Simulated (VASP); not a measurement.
Wanted: the native input for a VASP 6.6.1 run.

- Task: single point
- Functional: PBE
- Potentials or basis: VASP PAW PBE potentials, release 64 (Mg, O)
- Cutoff: 520 eV
- k mesh: 7 × 7 × 2
- Occupations: gaussian, width 0.05 eV
- Spin: no spin polarisation
- Dipole correction: no
- Further INCAR settings: ALGO = Normal; EDIFF = 1e-06; NBANDS = 36

The structure of MgO lies in POSCAR:

```
MgO
1.0
   -3.5213164963      0.0000000000      0.0000000000
   -1.7606582481     -3.0495495406      0.0000000000
   -1.0270506448     -0.7623873852     12.7181472718
Mg O
6 6
Direct
    0.6527750000      0.6458291667      0.0833500000
    0.5972194444      0.5624958333      0.4166833333
    0.5416638889      0.4791625000      0.7500166667
    0.1805527778      0.1041625000      0.9166833333
    0.2916638889      0.2708291667      0.2500166667
    0.2361083333      0.1874958333      0.5833500000
    0.5138861111      0.4374958333      0.9166833333
    0.6249972222      0.6041625000      0.2500166667
    0.5694416667      0.5208291667      0.5833500000
    0.3194416667      0.3124958333      0.0833500000
    0.2638861111      0.2291625000      0.4166833333
    0.2083305556      0.1458291667      0.7500166667
```

The input as run:

INCAR

```
  ALGO = Normal
  EDIFF = 1E-6
  ENCUT = 520
  GGA = PE
  ISIF = 2
  ISMEAR = 0
  LASPH = T
  LCHARG = F
  LREAL = F
  LWAVE = F
  NBANDS = 36
  NELM = 80
  PREC = Accurate
  SIGMA = 0.05
```

KPOINTS

```
k-points
0
Gamma
  7 7 2
```

Potentials or basis: VASP PAW PBE potentials, release 64 (Mg, O).

Launch:

```bash
$ cat potpaw_PBE.64/Mg/POTCAR potpaw_PBE.64/O/POTCAR > POTCAR
$ mpirun -np 1 vasp_std > vasp.out
```

Results of the run:

| Quantity | Value |
| --- | --- |
| Pressure | 0.5 GPa |
| Largest force | 2.648 eV/Å |
| Band gap on the k mesh | 1.92 eV |

Caveat: an odd mesh through Γ misses points on the zone boundary, where band edges can lie; forces of over 1 eV/Å act on the atoms, so gaps and moduli don't describe the material at rest.

Run time: 2.3 min on 1 thread of Intel(R) Xeon(R) 6975P-C (Granite Rapids), with other jobs on the host, peak memory 0.36 GiB.
